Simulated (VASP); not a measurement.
Na3Zn2N:

```
Na Zn N
1.0
     4.16979    0.00000    0.00000
    -2.08489    3.61114    0.00000
     0.00000    0.00000    7.15217
Na Zn N
3 2 1
Direct
  0.00000 0.00000 0.50000
  0.33333 0.66667 0.00000
  0.66667 0.33333 0.00000
  0.00000 0.00000 0.78871
  0.00000 0.00000 0.21129
  0.00000 0.00000 0.00000
```

The cell was generated, and may not be a known phase.

| Quantity | Value |
| --- | --- |
| Program | VASP 6.6.1 |
| Task | relaxation of cell and atoms |
| Functional | PBE |
| Potentials or basis | VASP PAW PBE potentials, release 64 (Na_pv, Zn, N) |
| Cutoff | 600 eV |
| k mesh | 6 × 6 × 4 |
| Occupations | gaussian, width 0.1 eV |
| Spin | no spin polarisation |

At the start: pressure 40.1 GPa; volume 17.95 Å³/atom.

Problem. How do energy, volume and symmetry change on relaxing?

Solution. Over 16 steps the energy falls by 1290.7 meV/atom and the volume is 27.97 Å³/atom (+55.8 %); space group P6/mmm (No. 191, to 0.1 Å) before and after.

Step by step:
| step | energy change (eV) | largest force (eV/Å) | pressure (GPa) | volume (Å³) |
| --- | --- | --- | --- | --- |
| 1 | 0.0000 | 11.0950 | 40.09 | 107.70 |
| 2 | -4.1597 | 2.5358 | -0.64 | 183.91 |
| 3 | -4.3009 | 2.7035 | -0.34 | 179.62 |
| 4 | -4.4206 | 2.8681 | -0.05 | 175.90 |
| 5 | -5.2495 | 4.8539 | 4.45 | 140.52 |
| 6 | -6.7579 | 2.1290 | -0.39 | 157.26 |
| 7 | -6.8812 | 1.6342 | -1.35 | 163.56 |
| 8 | -7.3356 | 1.4710 | -0.65 | 159.36 |
| 9 | -7.5746 | 0.4079 | 3.06 | 151.43 |
| 10 | -7.6242 | 0.7857 | 0.95 | 154.73 |
| 11 | -7.6409 | 0.5032 | 1.53 | 153.71 |
| 12 | -7.6412 | 0.4269 | 1.63 | 153.47 |
| 13 | -7.7137 | 0.0113 | 1.10 | 159.55 |
| 14 | -7.7316 | 0.3111 | 0.79 | 164.66 |
| 15 | -7.7395 | 0.1611 | -0.31 | 169.83 |
| 16 | -7.7445 | 0.0064 | 0.06 | 167.79 |

Final structure:
```
Na Zn N
1.0
     4.50818    0.00000    0.00000
    -2.25409    3.90420    0.00000
     0.00000    0.00000    9.53329
Na Zn N
3 2 1
Cartesian
  0.0000 0.0000 4.7666
  0.0000 2.6028 0.0000
  2.2541 1.3014 0.0000
  0.0000 0.0000 7.5935
  0.0000 0.0000 1.9398
  0.0000 0.0000 9.5333
```

Caveat: the volume moved by over 15 % at a fixed basis, so the end points are rough.
